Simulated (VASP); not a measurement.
Here is a VASP 6.6.1 calculation.

File INCAR:

```
SYSTEM = MgO
PREC = Accurate
ENCUT = 520
EDIFF = 1E-6
ISMEAR = 0
SIGMA = 0.01
LREAL = .FALSE.
LASPH = .TRUE.
NELM = 100
ALGO = Normal
ISIF = 2
LWAVE = .FALSE.
LCHARG = .FALSE.
GGA = PE
NBANDS = 11
```

Contents of KPOINTS:

```
Automatic mesh
0
G
  8 8 8
  0 0 0
```

The input POSCAR:

```
MgO
1.0
    0.0000000000      2.1021680260      2.1021680260
    2.1021680260      0.0000000000      2.1021680260
    2.1021680260      2.1021680260      0.0000000000
Mg O
1 1
Direct
    0.0000000000      0.0000000000      0.0000000000
    0.5000000000      0.5000000000      0.5000000000
```

Potentials or basis: VASP PAW PBE potentials, release 64 (Mg, O).

Command:

```bash
$ cat potpaw_PBE.64/Mg/POTCAR potpaw_PBE.64/O/POTCAR > POTCAR
$ mpirun -np 1 vasp_std > vasp.out
```

Q: What does it give for the band gap on the k mesh?

A: 4.78 eV.

Q: Predict the pressure.

A: 4.9 GPa.

Caveat: the cell stands under pressure. Expect the measured gap to be larger: semilocal functionals such as PBE lack the derivative discontinuity.
